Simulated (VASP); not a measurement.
# LiF in VASP: further runs, part 2 of 3

VASP 6.6.1.

## Step 3: Single point, PBE (uniaxial z strain +1.0%)

File INCAR:

```
SYSTEM = LiF
PREC     = Accurate       ! precision mode
ENCUT    = 520            ! plane-wave cutoff, eV
EDIFF    = 1E-7           ! SCF threshold, eV
ISMEAR   = 0              ! smearing method
SIGMA    = 0.01           ! smearing width, eV
LREAL    = .FALSE.        ! projectors in reciprocal space
LASPH    = .TRUE.         ! aspherical terms in the spheres
NELM     = 60             ! most SCF steps
ALGO     = Normal         ! electronic algorithm
ISIF     = 2              ! what is computed and relaxed
LWAVE    = .FALSE.        ! write WAVECAR
LCHARG   = .FALSE.        ! write CHGCAR
GGA      = PE             ! functional
NBANDS   = 12             ! bands
```

File KPOINTS:

```
Automatic mesh
0
G
  6 6 6
  0 0 0
```

File POSCAR:

```
LiF
1.0
    0.0000000000      1.9948717393      2.0148204567
    1.9948717393      0.0000000000      2.0148204567
    1.9948717393      1.9948717393      0.0000000000
Li F
1 1
Direct
    0.0000000000      0.0000000000      0.0000000000
    0.5000000000      0.5000000000      0.5000000000
```

Potentials or basis: VASP PAW PBE potentials, release 64 (Li_sv, F).

Run with:

```sh
cat potpaw_PBE.64/Li_sv/POTCAR potpaw_PBE.64/F/POTCAR > POTCAR
mpirun -np 1 vasp_std > vasp.out
```

OUTCAR:

```text
SYSTEM = LiF
   PREC = Accurate
   ENCUT = 520
   EDIFF = 1E-7
   ISMEAR = 0
   LREAL = .FALSE.
   LASPH = .TRUE.
   NELM = 60
   ISIF = 2
   GGA = PE

 ion  position               nearest neighbor table
   1  0.000  0.000  0.000-   2 1.99   2 1.99   2 1.99   2 1.99   2 2.01   2 2.01
   2  0.500  0.500  0.500-   1 1.99   1 1.99   1 1.99   1 1.99   1 2.01   1 2.01

  LATTYP: Found a body centered tetragonal cell.
 ALAT       =     2.8211746689
 C/A-ratio  =     1.4283556980

  Lattice vectors:

 A1 = (  -1.9948717393,   0.0000000000,   2.0148204567)
 A2 = (   1.9948717393,   0.0000000000,   2.0148204567)
 A3 = (   0.0000000000,   1.9948717393,  -2.0148204567)

Analysis of symmetry for initial positions (statically):
=====================================================================
 Subroutine PRICEL returns:
 Original cell was already a primitive cell.

 Routine SETGRP: Setting up the symmetry group for a
 body centered tetragonal supercell.

 Subroutine GETGRP returns: Found 16 space group operations
 (whereof 16 operations were pure point group operations)
 out of a pool of 16 trial point group operations.

The static configuration has the point symmetry D_4h.

Analysis of symmetry for dynamics (positions and initial velocities):
=====================================================================
 Subroutine PRICEL returns:
 Original cell was already a primitive cell.

 Routine SETGRP: Setting up the symmetry group for a
 body centered tetragonal supercell.

 Subroutine GETGRP returns: Found 16 space group operations
 (whereof 16 operations were pure point group operations)
 out of a pool of 16 trial point group operations.

The dynamic configuration has the point symmetry D_4h.

 Subroutine INISYM returns: Found 16 space group operations
 (whereof 16 operations are pure point group operations),
 and found     1 'primitive' translations

----------------------------------------------------------------------------------------

                                     Primitive cell

  volume of cell :      16.0360

  direct lattice vectors                    reciprocal lattice vectors
     0.000000000  1.994871739  2.014820457    -0.250642681  0.250642681  0.248161070
     1.994871739  0.000000000  2.014820457     0.250642681 -0.250642681  0.248161070
     1.994871739  1.994871739  0.000000000     0.250642681  0.250642681 -0.248161070

  length of vectors
     2.835315631  2.835315631  2.821174669     0.432697843  0.432697843  0.432697843

  position of ions in fractional coordinates (direct lattice)
     0.000000000  0.000000000  0.000000000
     0.500000000  0.500000000  0.500000000

  ion indices of the primitive-cell ions
   primitive index   ion index
                 1           1
                 2           2

----------------------------------------------------------------------------------------

 KPOINTS: Automatic mesh

Automatic generation of k-mesh.
 Grid dimensions read from file:
 generate k-points for:    6    6    6

 Generating k-lattice:

  Cartesian coordinates                     Fractional coordinates (reciprocal lattice)
    -0.041773780  0.041773780  0.041360178     0.166666667 -0.000000000  0.000000000
     0.041773780 -0.041773780  0.041360178    -0.000000000  0.166666667  0.000000000
     0.041773780  0.041773780 -0.041360178     0.000000000  0.000000000  0.166666667

  Length of vectors
     0.072116307  0.072116307  0.072116307

  Shift w.r.t. Gamma in fractional coordinates (k-lattice)
     0.000000000  0.000000000  0.000000000

 Subroutine IBZKPT returns following result:
 ===========================================

 Found     30 irreducible k-points:

 Following reciprocal coordinates:
            Coordinates               Weight
  0.000000  0.000000  0.000000      1.000000
  0.166667  0.000000  0.000000      8.000000
  0.333333  0.000000  0.000000      8.000000
  0.500000  0.000000  0.000000      4.000000
  0.166667  0.166667  0.000000      2.000000
  0.333333  0.166667  0.000000      8.000000
[... 16 lines left out ...]
  0.333333  0.000000  0.333333      4.000000
  0.500000  0.000000  0.333333     16.000000
 [... further k-points ...]
   k-points           NKPTS =     30   k-points in BZ     NKDIM =     30   number of bands    NBANDS=     12
   number of dos      NEDOS =    301   number of ions     NIONS =      2
   total plane-waves  NPLWV =  13824
   dimension x,y,z NGX =    24 NGY =   24 NGZ =   24
   dimension x,y,z NGXF=    48 NGYF=   48 NGZF=   48
   ions per type =               1   1
   NGX,Y,Z   is equivalent  to a cutoff of  14.07, 14.07, 14.14 a.u.
   NGXF,Y,Z  is equivalent  to a cutoff of  28.14, 28.14, 28.29 a.u.
 SYSTEM =  LiF
   PREC   = accura    normal or accurate (medium, high low for compatibility)
   ISTART =      0    job   : 0-new  1-cont  2-samecut
   ICHARG =      2    charge: 1-file 2-atom 10-const
   ISPIN  =      1    spin polarized calculation?
   LNONCOLLINEAR =      F non collinear calculations
   LSORBIT =      F    spin-orbit coupling
   LASPH  =      T    aspherical Exc in radial PAW
   ENCUT  =  520.0 eV  38.22 Ry    6.18 a.u.   5.27  5.27  5.25*2*pi/ulx,y,z
   NELM   =     60;   NELMIN=  2; NELMDL= -5     # of ELM steps
   EDIFF  = 0.1E-06   stopping-criterion for ELM
   LREAL  =      F    real-space projection
   EDIFFG = 0.1E-05   stopping-criterion for IOM
   NSW    =      0    number of steps for IOM
   IBRION =     -1    ionic relax: 0-MD 1-quasi-New 2-CG
   NFREE  =      0    steps in history (QN), initial steepest desc. (CG)
   ISIF   =      2    stress and relaxation
   ISYM   =      2    0-nonsym 1-usesym 2-fastsym
   POTIM  = 0.5000    time-step for ionic-motion
   TEBEG  =    0.0;   TEEND  =   0.0 temperature during run
   PSTRESS=    0.0 pullay stress
   NELECT =      10.0000    total number of electrons
   NUPDOWN=      -1.0000    fix difference up-down
   EMIN   =  10.00;   EMAX   =-10.00  energy-range for DOS
   EFERMI =   0.00;   METHOD = LEGACY
   ISMEAR =     0;   SIGMA  =   0.01  broadening in eV -4-tet -1-fermi 0-gaus
   EFERMI_NEDOS =   21; number of points for ismear=-14 and -15
   IALGO  =     38    algorithm
   IMIX   =      4    mixing-type and parameters
     AMIX     =   0.40;   BMIX     =  1.00
     AMIX_MAG =   1.60;   BMIX_MAG =  1.00
  volume/ion in A,a.u.               =       8.02        54.11
  Fermi-wavevector in a.u.,A,eV,Ry     =   1.398651  2.643067 26.616056  1.956225
  Thomas-Fermi vector in A             =   2.521788
   LORBIT       =      0    0 simple, 1 ext, 2 COOP (PROOUT), +10 PAW based schemes
   GGA     = PE    functional components
   LHFCALC =     F    Hartree Fock is set to
   AEXX    =    0.0000 exact exchange contribution
   IVDW    =     0    specifies the selected vdW correction
   LEPSILON=     F    determine dielectric tensor
   LRPA    =     F    only Hartree local field effects (RPA)
 non-spin polarized calculation
 Gauss-broadening in eV      SIGMA  =   0.01
  energy-cutoff  :      520.00
  volume of cell :       16.04
 maximum number of plane-waves:       444
 NGX is ok and might be reduce to    24
   NGX = 11   NGY = 11   NGZ = 11

 number of electron      10.0000000 magnetization

 number of electron       9.9999995 magnetization

 Free energy of the ion-electron system (eV)
  ---------------------------------------------------
  ext. energy  EPLUGINS =         0.00000000
  ---------------------------------------------------
  free energy    TOTEN  =        -9.63183155 eV

  energy without entropy =       -9.63183155  energy(sigma->0) =       -9.63183155

 E-fermi :  -0.7928     XC(G=0): -10.0737

 val. band max:       -0.8891143744   @ k =   0.0000   0.0000   0.0000
 cond. band min:       8.3570658174   @ k =   0.0000   0.0000   0.0000
 fundamental gap:      9.2461801918
 Fermi energy:        -0.7928085531

 k-point     1 :       0.0000    0.0000    0.0000
  band No.  band energies     occupation
      1     -41.7829      2.00000
      2     -20.9298      2.00000
      3      -0.9124      2.00000
      4      -0.9124      2.00000
      5      -0.8891      2.00000
      6       8.3571      0.00000
      7      23.1560      0.00000
      8      23.3917      0.00000
      9      23.3917      0.00000
     10      23.5485      0.00000
     11      23.6348      0.00000
     12      23.6348      0.00000
[... 331 lines left out ...]
 k-point    24 :       0.5000    0.0000    0.3333
  band No.  band energies     occupation
      1     -41.7069      2.00000
      2     -20.2716      2.00000
      3      -3.5833      2.00000
      4      -2.1323      2.00000
      5      -1.7507      2.00000
      6      13.2972      0.00000
      7      15.0542      0.00000
      8      17.5095      0.00000
      9      19.1846      0.00000
     10      21.3541      0.00000
     11      33.1878      0.00000
     12      35.0303      0.00000

 [... further k-points ...]
[... 5 lines left out ...]
  --------------------------------------------------------------------------------------
  -------------------------------------------------------------------------------------
  Total        0.3462850      0.3462850      0.2583741      0.0000000      0.0000000      0.0000000
  in kB       34.5977572     34.5977572     25.8144687      0.0000000      0.0000000      0.0000000
  external PRESSURE =      31.6699943 kB  Pullay stress =       0.0000000 kB

 VOLUME and BASIS-vectors are now :
 -----------------------------------------------------------------------------
  energy-cutoff  :      520.00
  volume of cell :       16.04
      direct lattice vectors                 reciprocal lattice vectors
     0.000000000  1.994871739  2.014820457    -0.250642681  0.250642681  0.248161070
     1.994871739  0.000000000  2.014820457     0.250642681 -0.250642681  0.248161070
     1.994871739  1.994871739  0.000000000     0.250642681  0.250642681 -0.248161070

 POSITION                                       TOTAL-FORCE (eV/Angst)
 -----------------------------------------------------------------------------------
      0.00000      0.00000      0.00000        -0.000000      0.000000      0.000000
      1.99487      1.99487      2.01482         0.000000     -0.000000      0.000000
 -----------------------------------------------------------------------------------
    total drift:                               -0.000000     -0.000000      0.000000

  FREE ENERGIE OF THE ION-ELECTRON SYSTEM (eV)
  ---------------------------------------------------
  free  energy   TOTEN  =        -9.6318315529 eV

  energy  without entropy=       -9.6318315529  energy(sigma->0) =       -9.63183155
```

It used 9.8 s of CPU time on 1 thread of AMD EPYC 7R13 Processor (Zen 3) (shared host).

What came out:

```yaml
Free_energy: -9.6318 eV
Band_gap_on_the_k_mesh: 9.25 eV, direct
```

Levels at points of the mesh, in eV from the valence-band top:
```csv
k point,band 1,band 2,band 3,band 4,band 5,band 6,band 7,band 8,band 9,band 10
"(0.00, 0.00, 0.00)",-40.89,-20.04,-0.02,-0.02,0.00,9.25,24.05,24.28,24.28,24.44
"(0.50, 0.00, 0.00)",-40.83,-19.59,-2.59,-0.26,-0.24,10.86,16.95,18.94,19.12,30.67
"(0.50, 0.50, 0.00)",-40.82,-19.32,-3.11,-1.02,-1.02,14.85,16.64,17.65,20.54,20.54
"(0.50, 0.00, 0.50)",-40.81,-19.31,-3.10,-1.08,-1.02,15.03,16.50,17.67,20.32,20.48
```

Caveat: the k points lie up to 0.45 Å⁻¹ apart; the cell differs from its parent crystal (uniaxial z strain +1.0%); the cutoff is under 1.25 times the usual one of these potentials, so pressure, stress and relaxed cells hold a basis-set (Pulay) error.

## Step 4: Single point, PBE (epitaxial xy strain +0.5%)

File INCAR:

```
SYSTEM = LiF
ALGO = Normal ; EDIFF = 1E-6
ENCUT = 520 ; GGA = PE
ISIF = 2 ; ISMEAR = 0
LASPH = .TRUE. ; LCHARG = .TRUE.
LELF = .TRUE. ; LREAL = .FALSE.
LVHAR = .TRUE. ; LWAVE = .FALSE.
NBANDS = 12 ; NELM = 100
PREC = Accurate ; SIGMA = 0.01
```

File KPOINTS:

```
k-points
0
G
  6 6 6
  0 0 0
```

File POSCAR:

```
LiF
1.0
    0.0000000000      2.0048460980      1.9885317940
    2.0048460980      0.0000000000      1.9885317940
    2.0048460980      2.0048460980      0.0000000000
Li F
1 1
Direct
    0.0000000000      0.0000000000      0.0000000000
    0.5000000000      0.5000000000      0.5000000000
```

Run with:

```sh
cat potpaw_PBE.64/Li_sv/POTCAR potpaw_PBE.64/F/POTCAR > POTCAR
mpirun -np 1 vasp_std > vasp.out
```

It used 10 s of CPU time on 1 thread of AMD EPYC 7R13 Processor (Zen 3), on a shared host.

It converged, with:

```yaml
Free_energy: -9.6307 eV
Band_gap_on_the_k_mesh: 9.28 eV, direct
```

Levels at points of the mesh, in eV from the valence-band top:
| k point | band 3 | band 4 | band 5 | band 6 | band 7 | band 8 |
| --- | --- | --- | --- | --- | --- | --- |
| (0.00, 0.00, 0.00) | -0.02 | 0.00 | 0.00 | 9.28 | 24.19 | 24.19 |
| (0.50, 0.00, 0.00) | -2.59 | -0.25 | -0.23 | 10.88 | 16.99 | 18.99 |
| (0.50, 0.50, 0.00) | -3.10 | -1.05 | -1.05 | 15.11 | 16.50 | 17.72 |
| (0.50, 0.00, 0.50) | -3.11 | -1.05 | -1.00 | 14.96 | 16.61 | 17.71 |

Caveat: the k points lie up to 0.45 Å⁻¹ apart; the cell differs from its parent crystal (epitaxial xy strain +0.5%); the cutoff is under 1.25 times the usual one of these potentials, so pressure, stress and relaxed cells hold a basis-set (Pulay) error.

(Part 2 of 3 ends here.)
